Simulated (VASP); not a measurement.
# GaSe2 (Fd-3m) in VASP: single point with PBE+D4

Aim: the single point of GaSe2 with PBE+D4.

All numbers are computed with VASP 6.6.1; they aren't measurements. Logs are shortened: lines on timing, memory, paths and dates and some standing lists are left out, and cuts for length are marked.

### Step 1. The cell of the first run

Symmetry: Fd-3m, No. 227, cubic system. The conventional cell has a = 8.309 Å, b = 8.309 Å, c = 8.309 Å, α = 90.00°, β = 90.00°, γ = 90.00°. Ga (site symmetry -43m) has 12 Se at 3.44 Å and 4 Ga at 3.60 Å within 4.5 Å. Se (site symmetry -3m) has 6 Se at 2.94 Å and 6 Ga at 3.44 Å within 3.9 Å.

### Step 2. Single point, PBE+D4

INCAR reads:

```
PREC = Accurate ; ENCUT = 500
EDIFF = 1E-6 ; ISMEAR = 0
SIGMA = 0.1 ; LREAL = False
LASPH = True ; NELM = 120
ALGO = Normal ; ISIF = 2
LWAVE = False ; LCHARG = False
GGA = PE ; IVDW = 13
NBANDS = 34 ; GGA_COMPAT = False
```

KPOINTS reads:

```
Automatic mesh
0
Gamma
  8 8 8
```

POSCAR reads:

```
GaSe2
1.0
    0.0000000000      4.1547279218      4.1547279218
    4.1547279218      0.0000000000      4.1547279218
    4.1547279218      4.1547279218      0.0000000000
Ga Se
2 4
Direct
    0.5000000000      0.5000000000      0.5000000000
    0.7500000000      0.7500000000      0.7500000000
    0.1250000000      0.1250000000      0.1250000000
    0.6250000000      0.1250000000      0.1250000000
    0.1250000000      0.6250000000      0.1250000000
    0.1250000000      0.1250000000      0.6250000000
```

Potentials or basis: VASP PAW PBE potentials, release 64 (Ga_d, Se).

The run is started by

```
$ cat potpaw_PBE.64/Ga_d/POTCAR potpaw_PBE.64/Se/POTCAR > POTCAR
$ mpirun -np 1 vasp_std > vasp.out
```

OUTCAR:

```text
PREC = Accurate
   ENCUT = 500
   EDIFF = 1E-6
   ISMEAR = 0
   LREAL = False
   LASPH = True
   NELM = 120
   ISIF = 2
   GGA = PE
   IVDW = 13

 ion  position               nearest neighbor table
   1  0.500  0.500  0.500-
   2  0.750  0.750  0.750-
   3  0.125  0.125  0.125-
   4  0.625  0.125  0.125-
   5  0.125  0.625  0.125-
   6  0.125  0.125  0.625-

  LATTYP: Found a face centered cubic cell.
 ALAT       =     8.3094558436

  Lattice vectors:

 A1 = (   0.0000000000,   4.1547279218,   4.1547279218)
 A2 = (   4.1547279218,   0.0000000000,   4.1547279218)
 A3 = (   4.1547279218,   4.1547279218,   0.0000000000)

Analysis of symmetry for initial positions (statically):
=====================================================================
 Subroutine PRICEL returns:
 Original cell was already a primitive cell.

 Routine SETGRP: Setting up the symmetry group for a
 face centered cubic supercell.

 Subroutine GETGRP returns: Found 48 space group operations
 (whereof 24 operations were pure point group operations)
 out of a pool of 48 trial point group operations.

The static configuration has the point symmetry T_d .
 The point group associated with its full space group is O_h .

Analysis of symmetry for dynamics (positions and initial velocities):
=====================================================================
 Subroutine PRICEL returns:
 Original cell was already a primitive cell.

 Routine SETGRP: Setting up the symmetry group for a
 face centered cubic supercell.

 Subroutine GETGRP returns: Found 48 space group operations
 (whereof 24 operations were pure point group operations)
 out of a pool of 48 trial point group operations.

The dynamic configuration has the point symmetry T_d .
 The point group associated with its full space group is O_h .

 Subroutine INISYM returns: Found 48 space group operations
 (whereof 24 operations are pure point group operations),
 and found     1 'primitive' translations

----------------------------------------------------------------------------------------

                                     Primitive cell

  volume of cell :     143.4359

  direct lattice vectors                    reciprocal lattice vectors
     0.000000000  4.154727922  4.154727922    -0.120344824  0.120344824  0.120344824
     4.154727922  0.000000000  4.154727922     0.120344824 -0.120344824  0.120344824
     4.154727922  4.154727922  0.000000000     0.120344824  0.120344824 -0.120344824

  length of vectors
     5.875672575  5.875672575  5.875672575     0.208443349  0.208443349  0.208443349

  position of ions in fractional coordinates (direct lattice)
     0.500000000  0.500000000  0.500000000
     0.750000000  0.750000000  0.750000000
     0.125000000  0.125000000  0.125000000
     0.625000000  0.125000000  0.125000000
     0.125000000  0.625000000  0.125000000
     0.125000000  0.125000000  0.625000000

  ion indices of the primitive-cell ions
   primitive index   ion index
                 1           1
                 2           2
                 3           3
                 4           4
                 5           5
                 6           6

----------------------------------------------------------------------------------------

 KPOINTS: Automatic mesh

Automatic generation of k-mesh.
 Grid dimensions read from file:
 generate k-points for:    8    8    8

 Generating k-lattice:

  Cartesian coordinates                     Fractional coordinates (reciprocal lattice)
    -0.015043103  0.015043103  0.015043103     0.125000000  0.000000000  0.000000000
     0.015043103 -0.015043103  0.015043103     0.000000000  0.125000000  0.000000000
     0.015043103  0.015043103 -0.015043103     0.000000000  0.000000000  0.125000000

  Length of vectors
     0.026055419  0.026055419  0.026055419

  Shift w.r.t. Gamma in fractional coordinates (k-lattice)
     0.000000000  0.000000000  0.000000000

 Subroutine IBZKPT returns following result:
 ===========================================

 Found     29 irreducible k-points:

 Following reciprocal coordinates:
            Coordinates               Weight
  0.000000  0.000000  0.000000      1.000000
  0.125000  0.000000  0.000000      8.000000
  0.250000  0.000000  0.000000      8.000000
  0.375000  0.000000  0.000000      8.000000
  0.500000  0.000000  0.000000      4.000000
  0.125000  0.125000  0.000000      6.000000
[... 16 lines left out ...]
  0.500000  0.250000  0.125000     48.000000
 -0.375000  0.250000  0.125000     24.000000
 [... further k-points ...]
   k-points           NKPTS =     29   k-points in BZ     NKDIM =     29   number of bands    NBANDS=     34
   number of dos      NEDOS =    301   number of ions     NIONS =      6
   total plane-waves  NPLWV = 110592
   dimension x,y,z NGX =    48 NGY =   48 NGZ =   48
   dimension x,y,z NGXF=    96 NGYF=   96 NGZF=   96
   ions per type =               2   4
   NGX,Y,Z   is equivalent  to a cutoff of  13.58, 13.58, 13.58 a.u.
   NGXF,Y,Z  is equivalent  to a cutoff of  27.16, 27.16, 27.16 a.u.
 SYSTEM =  unknown system
   PREC   = accura    normal or accurate (medium, high low for compatibility)
   ISTART =      0    job   : 0-new  1-cont  2-samecut
   ICHARG =      2    charge: 1-file 2-atom 10-const
   ISPIN  =      1    spin polarized calculation?
   LNONCOLLINEAR =      F non collinear calculations
   LSORBIT =      F    spin-orbit coupling
   LASPH  =      T    aspherical Exc in radial PAW
   ENCUT  =  500.0 eV  36.75 Ry    6.06 a.u.  10.71 10.71 10.71*2*pi/ulx,y,z
   NELM   =    120;   NELMIN=  2; NELMDL= -5     # of ELM steps
   EDIFF  = 0.1E-05   stopping-criterion for ELM
   LREAL  =      F    real-space projection
   EDIFFG = 0.1E-04   stopping-criterion for IOM
   NSW    =      0    number of steps for IOM
   IBRION =     -1    ionic relax: 0-MD 1-quasi-New 2-CG
   NFREE  =      0    steps in history (QN), initial steepest desc. (CG)
   ISIF   =      2    stress and relaxation
   ISYM   =      2    0-nonsym 1-usesym 2-fastsym
   POTIM  = 0.5000    time-step for ionic-motion
   TEBEG  =    0.0;   TEEND  =   0.0 temperature during run
   PSTRESS=    0.0 pullay stress
   NELECT =      50.0000    total number of electrons
   NUPDOWN=      -1.0000    fix difference up-down
   EMIN   =  10.00;   EMAX   =-10.00  energy-range for DOS
   EFERMI =   0.00;   METHOD = LEGACY
   ISMEAR =     0;   SIGMA  =   0.10  broadening in eV -4-tet -1-fermi 0-gaus
   EFERMI_NEDOS =   21; number of points for ismear=-14 and -15
   IALGO  =     38    algorithm
   IMIX   =      4    mixing-type and parameters
     AMIX     =   0.40;   BMIX     =  1.00
     AMIX_MAG =   1.60;   BMIX_MAG =  1.00
  volume/ion in A,a.u.               =      23.91       161.33
  Fermi-wavevector in a.u.,A,eV,Ry     =   1.152159  2.177264 18.061316  1.327469
  Thomas-Fermi vector in A             =   2.288811
   LORBIT       =      0    0 simple, 1 ext, 2 COOP (PROOUT), +10 PAW based schemes
   GGA     = PE    functional components
   LHFCALC =     F    Hartree Fock is set to
   AEXX    =    0.0000 exact exchange contribution
   IVDW    =    13    specifies the selected vdW correction
   LEPSILON=     F    determine dielectric tensor
   LRPA    =     F    only Hartree local field effects (RPA)
 non-spin polarized calculation
 Gauss-broadening in eV      SIGMA  =   0.10
  energy-cutoff  :      500.00
  volume of cell :      143.44
 maximum number of plane-waves:      3695
 NGX is ok and might be reduce to    48
   NGX = 21   NGY = 21   NGZ = 21

 number of electron      49.9999986 magnetization

 Free energy of the ion-electron system (eV)
  ---------------------------------------------------
  ext. energy  EPLUGINS =         0.00000000
  ---------------------------------------------------
  free energy    TOTEN  =       -18.15117652 eV

  energy without entropy =      -18.12735359  energy(sigma->0) =      -18.13926506

 E-fermi :   4.2386     XC(G=0):  -9.7549

 val. band max:        4.2377781055   @ k =   0.2500   0.0000   0.0000
 cond. band min:       4.2403574029   @ k =   0.3750   0.1250   0.0000
 fundamental gap:      0.0025792974
 Fermi energy:         4.2385891009

 k-point     1 :       0.0000    0.0000    0.0000
  band No.  band energies     occupation
      1     -11.0901      2.00000
      2     -11.0382      2.00000
      3     -11.0382      2.00000
      4     -11.0382      2.00000
      5     -11.0333      2.00000
      6     -11.0333      2.00000
[... 26 lines left out ...]
     33       9.7107      0.00000
     34       9.7107      0.00000

 k-point     2 :       0.1250    0.0000    0.0000
  band No.  band energies     occupation
      1     -11.0492      2.00000
      2     -11.0394      2.00000
      3     -11.0394      2.00000
      4     -11.0327      2.00000
      5     -11.0319      2.00000
      6     -11.0319      2.00000
[... 26 lines left out ...]
     33       9.5688      0.00000
     34       9.5688      0.00000

 k-point     3 :       0.2500    0.0000    0.0000
  band No.  band energies     occupation
      1     -11.0438      2.00000
      2     -11.0403      2.00000
      3     -11.0403      2.00000
      4     -11.0306      2.00000
      5     -11.0306      2.00000
      6     -11.0185      2.00000
[... 26 lines left out ...]
     33       9.2146      0.00000
     34       9.2146      0.00000
[... 704 lines left out ...]
 k-point    23 :       0.5000    0.2500    0.1250
  band No.  band energies     occupation
      1     -11.0506      2.00000
      2     -11.0436      2.00000
      3     -11.0342      2.00000
      4     -11.0309      2.00000
      5     -11.0257      2.00000
      6     -11.0225      2.00000
[... 26 lines left out ...]
     33       8.2825      0.00000
     34       8.6048      0.00000

 k-point    24 :      -0.3750    0.2500    0.1250
  band No.  band energies     occupation
      1     -11.0520      2.00000
      2     -11.0429      2.00000
      3     -11.0335      2.00000
      4     -11.0311      2.00000
      5     -11.0261      2.00000
      6     -11.0194      2.00000
[... 26 lines left out ...]
     33       8.2716      0.00000
     34       8.4523      0.00000

 [... further k-points ...]

------------------------ aborting loop because EDIFF is reached ----------------------------------------

  DFT-D4 for vdW energy calculation

  Edisp (eV):   -2.81861

  FORCE on cell =-STRESS in cart. coord.  units (eV):
  Direction    XX          YY          ZZ          XY          YZ          ZX
  --------------------------------------------------------------------------------------
  -------------------------------------------------------------------------------------
  Total      -0.55940    -0.55940    -0.55940     0.00000    -0.00000     0.00000
  in kB      -6.24849    -6.24849    -6.24849     0.00000    -0.00000     0.00000
  external pressure =       -6.25 kB  Pullay stress =        0.00 kB

 VOLUME and BASIS-vectors are now :
 -----------------------------------------------------------------------------
  energy-cutoff  :      500.00
  volume of cell :      143.44
      direct lattice vectors                 reciprocal lattice vectors
     0.000000000  4.154727922  4.154727922    -0.120344824  0.120344824  0.120344824
     4.154727922  0.000000000  4.154727922     0.120344824 -0.120344824  0.120344824
     4.154727922  4.154727922  0.000000000     0.120344824  0.120344824 -0.120344824

 POSITION                                       TOTAL-FORCE (eV/Angst)
 -----------------------------------------------------------------------------------
      4.15473      4.15473      4.15473        -0.000000     -0.000000     -0.000000
      6.23209      6.23209      6.23209         0.000000      0.000000      0.000000
      1.03868      1.03868      1.03868         0.000000     -0.000000     -0.000000
      1.03868      3.11605      3.11605         0.000000     -0.000000     -0.000000
      3.11605      1.03868      3.11605         0.000000     -0.000000     -0.000000
      3.11605      3.11605      1.03868         0.000000     -0.000000     -0.000000
 -----------------------------------------------------------------------------------
    total drift:                               -0.000000     -0.000000      0.000000

  FREE ENERGIE OF THE ION-ELECTRON SYSTEM (eV)
  ---------------------------------------------------
  free  energy   TOTEN  =       -20.9697817220 eV

  energy  without entropy=      -20.9459587909  energy(sigma->0) =      -20.95787026
```

Wall time 1.7 min (1 thread of Intel Xeon Platinum 8375C at 2.90GHz (Ice Lake), shared host); peak memory 0.36 GiB.

Results:

| Item | Value |
| --- | --- |
| Free energy | -20.9698 eV |
| Pressure | -0.6 GPa |
| Band gap on the k mesh | zero (band 25 reaches 4.97 eV, above the bottom of band 26 at 2.83 eV) |
| Dispersion energy per atom | -0.470 eV |

Levels at points of the mesh, in eV from the Fermi level:
```csv
k point,band 22,band 23,band 24,band 25,band 26,band 27,band 28,band 29
"(0.00, 0.00, 0.00)",-3.53,-0.04,-0.04,-0.04,1.07,1.07,1.07,1.84
"(0.50, 0.00, 0.00)",-2.25,-2.05,-2.05,-1.24,1.11,1.12,1.70,1.70
"(0.50, 0.50, 0.00)",-2.07,-1.83,-1.83,-1.41,-1.41,1.82,1.82,2.30
```

Caveat: pairwise dispersion overbinds metals, which lowers pressure and volume.
